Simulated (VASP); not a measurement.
# Al3Si2F (P-3m1) in VASP: single point with PBE

Aim: the single point of Al3Si2F with PBE.

Everything below comes from runs of VASP 6.6.1. Logs are shortened: lines on timing, memory, paths and dates and some standing lists are left out, and cuts for length are marked.

### 1 The cell of the first run

The structure is trigonal, space group P-3m1 (No. 164). The conventional cell has a = 3.655 Å, b = 3.655 Å, c = 8.628 Å, α = 90.00°, β = 90.00°, γ = 120.00°. Within 3.3 Å of Al (site symmetry 3m) lie 3 F at 2.48 Å and 3 Si at 2.60 Å. Within 3.4 Å of Al (site symmetry -3m) lie 6 Si at 2.59 Å. Si (site symmetry 3m) has 6 Al at 2.59 to 2.60 Å within 3.4 Å. F (site symmetry -3m) has 6 Al at 2.48 Å within 3.3 Å.

### 2 Single point, PBE

File INCAR:

```
SYSTEM = Al3Si2F
PREC = Accurate
ENCUT = 600
EDIFF = 1E-6
ISMEAR = 0
SIGMA = 0.15
LREAL = .False.
LASPH = .True.
NELM = 120
ALGO = Normal
ISIF = 2
LWAVE = .False.
LCHARG = .False.
GGA = PE
NBANDS = 21
GGA_COMPAT = .False.
```

File KPOINTS:

```
regular mesh
0
Gamma
  4 4 2
  0 0 0
```

File POSCAR:

```
Al3Si2F
1.0
    3.6550885915      0.0000000000      0.0000000000
   -1.8275442957      3.1653995733      0.0000000000
    0.0000000000      0.0000000000      8.6275010763
Al Si F
3 2 1
Direct
    0.3333333333      0.6666666667      0.1504976561
    0.6666666667      0.3333333333      0.8495023439
    0.0000000000      0.0000000000      0.5000000000
    0.6666666667      0.3333333333      0.3262711173
    0.3333333333      0.6666666667      0.6737288827
    0.0000000000      0.0000000000      0.0000000000
```

Potentials or basis: VASP PAW PBE potentials, release 64 (Al, Si, F).

The run is started by

```sh
$ cat potpaw_PBE.64/Al/POTCAR potpaw_PBE.64/Si/POTCAR potpaw_PBE.64/F/POTCAR > POTCAR
$ mpirun -np 1 vasp_std > vasp.out
```

OUTCAR:

```text
SYSTEM = Al3Si2F
   PREC = Accurate
   ENCUT = 600
   EDIFF = 1E-6
   ISMEAR = 0
   LREAL = .False.
   LASPH = .True.
   NELM = 120
   ISIF = 2
   GGA = PE

 ion  position               nearest neighbor table
   1  0.333  0.667  0.150-   6 2.48   6 2.48   6 2.48   4 2.60   4 2.60   4 2.60   2 3.35   2 3.35
                             2 3.35
   2  0.667  0.333  0.850-   6 2.48   6 2.48   6 2.48   5 2.60   5 2.60   5 2.60   1 3.35   1 3.35
                             1 3.35
   3  0.000  0.000  0.500-   4 2.59   5 2.59   5 2.59   4 2.59   4 2.59   5 2.59
   4  0.667  0.333  0.326-   3 2.59   3 2.59   3 2.59   1 2.60   1 2.60   1 2.60
   5  0.333  0.667  0.674-   3 2.59   3 2.59   3 2.59   2 2.60   2 2.60   2 2.60
   6  0.000  0.000  0.000-   1 2.48   2 2.48   1 2.48   2 2.48   2 2.48   1 2.48

  LATTYP: Found a hexagonal cell.
 ALAT       =     3.6550885915
 C/A-ratio  =     2.3604081981

  Lattice vectors:

 A1 = (   3.6550885915,   0.0000000000,   0.0000000000)
 A2 = (  -1.8275442957,   3.1653995733,   0.0000000000)
 A3 = (   0.0000000000,   0.0000000000,   8.6275010763)

Analysis of symmetry for initial positions (statically):
=====================================================================
 Subroutine PRICEL returns:
 Original cell was already a primitive cell.

 Routine SETGRP: Setting up the symmetry group for a
 hexagonal supercell.

 Subroutine GETGRP returns: Found 12 space group operations
 (whereof 12 operations were pure point group operations)
 out of a pool of 24 trial point group operations.

The static configuration has the point symmetry D_3d.

Analysis of symmetry for dynamics (positions and initial velocities):
=====================================================================
 Subroutine PRICEL returns:
 Original cell was already a primitive cell.

 Routine SETGRP: Setting up the symmetry group for a
 hexagonal supercell.

 Subroutine GETGRP returns: Found 12 space group operations
 (whereof 12 operations were pure point group operations)
 out of a pool of 24 trial point group operations.

The dynamic configuration has the point symmetry D_3d.

 Subroutine INISYM returns: Found 12 space group operations
 (whereof 12 operations are pure point group operations),
 and found     1 'primitive' translations

----------------------------------------------------------------------------------------

                                     Primitive cell

  volume of cell :      99.8186

  direct lattice vectors                    reciprocal lattice vectors
     3.655088592  0.000000000  0.000000000     0.273591180  0.157957941  0.000000000
    -1.827544296  3.165399573  0.000000000     0.000000000  0.315915883  0.000000000
     0.000000000  0.000000000  8.627501076     0.000000000  0.000000000  0.115908418

  length of vectors
     3.655088592  3.655088591  8.627501076     0.315915883  0.315915883  0.115908418

  position of ions in fractional coordinates (direct lattice)
     0.333333333  0.666666667  0.150497656
     0.666666667  0.333333333  0.849502344
     0.000000000  0.000000000  0.500000000
     0.666666667  0.333333333  0.326271117
     0.333333333  0.666666667  0.673728883
     0.000000000  0.000000000  0.000000000

  ion indices of the primitive-cell ions
   primitive index   ion index
                 1           1
                 2           2
                 3           3
                 4           4
                 5           5
                 6           6

----------------------------------------------------------------------------------------

 KPOINTS: regular mesh

Automatic generation of k-mesh.
 Grid dimensions read from file:
 generate k-points for:    4    4    2

 Generating k-lattice:

  Cartesian coordinates                     Fractional coordinates (reciprocal lattice)
     0.068397795  0.039489485  0.000000000     0.250000000  0.000000000  0.000000000
     0.000000000  0.078978971  0.000000000     0.000000000  0.250000000  0.000000000
     0.000000000  0.000000000  0.057954209     0.000000000  0.000000000  0.500000000

  Length of vectors
     0.078978971  0.078978971  0.057954209

  Shift w.r.t. Gamma in fractional coordinates (k-lattice)
     0.000000000  0.000000000  0.000000000

 Subroutine IBZKPT returns following result:
 ===========================================

 Found      8 irreducible k-points:

 Following reciprocal coordinates:
            Coordinates               Weight
  0.000000  0.000000  0.000000      1.000000
  0.250000  0.000000  0.000000      6.000000
  0.500000  0.000000  0.000000      3.000000
  0.250000  0.250000  0.000000      6.000000
  0.000000  0.000000  0.500000      1.000000
  0.250000  0.000000  0.500000      6.000000
  0.500000  0.000000  0.500000      3.000000
  0.250000  0.250000  0.500000      6.000000
   k-points           NKPTS =      8   k-points in BZ     NKDIM =      8   number of bands    NBANDS=     21
   number of dos      NEDOS =    301   number of ions     NIONS =      6
   total plane-waves  NPLWV =  63000
   dimension x,y,z NGX =    30 NGY =   30 NGZ =   70
   dimension x,y,z NGXF=    60 NGYF=   60 NGZF=  140
   ions per type =               3   2   1
   NGX,Y,Z   is equivalent  to a cutoff of  13.65, 13.65, 13.49 a.u.
   NGXF,Y,Z  is equivalent  to a cutoff of  27.29, 27.29, 26.98 a.u.
 SYSTEM =  Al3Si2F
   PREC   = accura    normal or accurate (medium, high low for compatibility)
   ISTART =      0    job   : 0-new  1-cont  2-samecut
   ICHARG =      2    charge: 1-file 2-atom 10-const
   ISPIN  =      1    spin polarized calculation?
   LNONCOLLINEAR =      F non collinear calculations
   LSORBIT =      F    spin-orbit coupling
   LASPH  =      T    aspherical Exc in radial PAW
   ENCUT  =  600.0 eV  44.10 Ry    6.64 a.u.   7.30  7.30 17.23*2*pi/ulx,y,z
   NELM   =    120;   NELMIN=  2; NELMDL= -5     # of ELM steps
   EDIFF  = 0.1E-05   stopping-criterion for ELM
   LREAL  =      F    real-space projection
   EDIFFG = 0.1E-04   stopping-criterion for IOM
   NSW    =      0    number of steps for IOM
   IBRION =     -1    ionic relax: 0-MD 1-quasi-New 2-CG
   NFREE  =      0    steps in history (QN), initial steepest desc. (CG)
   ISIF   =      2    stress and relaxation
   ISYM   =      2    0-nonsym 1-usesym 2-fastsym
   POTIM  = 0.5000    time-step for ionic-motion
   TEBEG  =    0.0;   TEEND  =   0.0 temperature during run
   PSTRESS=    0.0 pullay stress
   NELECT =      24.0000    total number of electrons
   NUPDOWN=      -1.0000    fix difference up-down
   EMIN   =  10.00;   EMAX   =-10.00  energy-range for DOS
   EFERMI =   0.00;   METHOD = LEGACY
   ISMEAR =     0;   SIGMA  =   0.15  broadening in eV -4-tet -1-fermi 0-gaus
   EFERMI_NEDOS =   21; number of points for ismear=-14 and -15
   IALGO  =     38    algorithm
   IMIX   =      4    mixing-type and parameters
     AMIX     =   0.40;   BMIX     =  1.00
     AMIX_MAG =   1.60;   BMIX_MAG =  1.00
  volume/ion in A,a.u.               =      16.64       112.27
  Fermi-wavevector in a.u.,A,eV,Ry     =   1.017985  1.923713 14.099631  1.036294
  Thomas-Fermi vector in A             =   2.151417
   LORBIT       =      0    0 simple, 1 ext, 2 COOP (PROOUT), +10 PAW based schemes
   GGA     = PE    functional components
   LHFCALC =     F    Hartree Fock is set to
   AEXX    =    0.0000 exact exchange contribution
   IVDW    =     0    specifies the selected vdW correction
   LEPSILON=     F    determine dielectric tensor
   LRPA    =     F    only Hartree local field effects (RPA)
 non-spin polarized calculation
 Gauss-broadening in eV      SIGMA  =   0.15
  energy-cutoff  :      600.00
  volume of cell :       99.82
 maximum number of plane-waves:      3365
 NGX is ok and might be reduce to    30
   NGX = 15   NGY = 15   NGZ = 35

 number of electron      23.9999992 magnetization

 Free energy of the ion-electron system (eV)
  ---------------------------------------------------
  ext. energy  EPLUGINS =         0.00000000
  ---------------------------------------------------
  free energy    TOTEN  =       -24.98179248 eV

  energy without entropy =      -24.96856698  energy(sigma->0) =      -24.97517973

 E-fermi :   6.6703     XC(G=0):  -9.9605

 val. band max:        6.6660152749   @ k =   0.5000   0.0000   0.5000
 cond. band min:       7.0991044741   @ k =   0.2500   0.2500   0.0000
 fundamental gap:      0.4330891992
 Fermi energy:         6.6703036795

 k-point     1 :       0.0000    0.0000    0.0000
  band No.  band energies     occupation
      1     -18.0680      2.00000
      2      -4.4957      2.00000
      3      -3.3032      2.00000
      4      -0.0422      2.00000
      5       0.1882      2.00000
      6       0.3982      2.00000
[... 13 lines left out ...]
     20      11.8583      0.00000
     21      12.6548      0.00000

 k-point     2 :       0.2500    0.0000    0.0000
  band No.  band energies     occupation
      1     -18.0272      2.00000
      2      -3.6706      2.00000
      3      -2.4948      2.00000
      4      -0.8216      2.00000
      5       0.2537      2.00000
      6       0.3496      2.00000
[... 13 lines left out ...]
     20      12.6412      0.00000
     21      13.0630      0.00000

 k-point     3 :       0.5000    0.0000    0.0000
  band No.  band energies     occupation
      1     -17.9859      2.00000
      2      -2.0333      2.00000
      3      -1.0859      2.00000
      4      -0.8068      2.00000
      5      -0.1523      2.00000
      6       0.1157      2.00000
[... 13 lines left out ...]
     20      11.9849      0.00000
     21      12.7720      0.00000
[... 73 lines left out ...]
 k-point     7 :       0.5000    0.0000    0.5000
  band No.  band energies     occupation
      1     -17.9859      2.00000
      2      -1.8160      2.00000
      3      -1.5019      2.00000
      4      -0.9738      2.00000
      5       0.1162      2.00000
      6       0.2272      2.00000
[... 13 lines left out ...]
     20      11.9807      0.00000
     21      12.3111      0.00000

 k-point     8 :       0.2500    0.2500    0.5000
  band No.  band energies     occupation
      1     -17.9860      2.00000
      2      -2.0343      2.00000
      3      -1.6535      2.00000
      4      -0.3770      2.00000
      5      -0.1541      2.00000
      6       0.1020      2.00000
[... 13 lines left out ...]
     20      13.0017      0.00000
     21      13.5048      0.00000

------------------------ aborting loop because EDIFF is reached ----------------------------------------

  FORCE on cell =-STRESS in cart. coord.  units (eV):
  Direction    XX          YY          ZZ          XY          YZ          ZX
  --------------------------------------------------------------------------------------
  -------------------------------------------------------------------------------------
  Total        0.4275173      0.4275173      0.1008470      0.0000000      0.0000000      0.0000000
  in kB        6.8620327      6.8620327      1.6186843      0.0000000      0.0000000      0.0000000
  external PRESSURE =       5.1142499 kB  Pullay stress =       0.0000000 kB

 VOLUME and BASIS-vectors are now :
 -----------------------------------------------------------------------------
  energy-cutoff  :      600.00
  volume of cell :       99.82
      direct lattice vectors                 reciprocal lattice vectors
     3.655088592  0.000000000  0.000000000     0.273591180  0.157957941  0.000000000
    -1.827544296  3.165399573  0.000000000     0.000000000  0.315915883  0.000000000
     0.000000000  0.000000000  8.627501076     0.000000000  0.000000000  0.115908418

 POSITION                                       TOTAL-FORCE (eV/Angst)
 -----------------------------------------------------------------------------------
     -0.00000      2.11027      1.29842         0.000000      0.000000      0.027034
      1.82754      1.05513      7.32908         0.000000     -0.000000     -0.027034
      0.00000      0.00000      4.31375        -0.000000      0.000000      0.000000
      1.82754      1.05513      2.81490        -0.000000      0.000000      0.020866
     -0.00000      2.11027      5.81260         0.000000     -0.000000     -0.020866
      0.00000      0.00000      0.00000        -0.000000      0.000000      0.000000
 -----------------------------------------------------------------------------------
    total drift:                               -0.000000     -0.000000      0.000000

  FREE ENERGIE OF THE ION-ELECTRON SYSTEM (eV)
  ---------------------------------------------------
  free  energy   TOTEN  =       -24.9817924753 eV

  energy  without entropy=      -24.9685669781  energy(sigma->0) =      -24.97517973
```

It took 13 s on 1 thread of Intel Xeon Platinum 8559C (Emerald Rapids), shared host; peak memory 0.23 GiB.

Results:

| Item | Value |
| --- | --- |
| Free energy | -24.9818 eV |
| Pressure | 0.5 GPa |
| Largest force | 0.027 eV/Å |
| Band gap on the k mesh | zero (band 12 reaches 8.13 eV, above the bottom of band 13 at 5.99 eV) |

Forces in eV/Å, atoms in the order of the input:
```
Al   0.000  0.000  0.027
Al   0.000  0.000 -0.027
Al   0.000  0.000  0.000
Si   0.000  0.000  0.021
Si   0.000  0.000 -0.021
F    0.000  0.000  0.000
```

Caveat: the k points lie up to 0.50 Å⁻¹ apart.
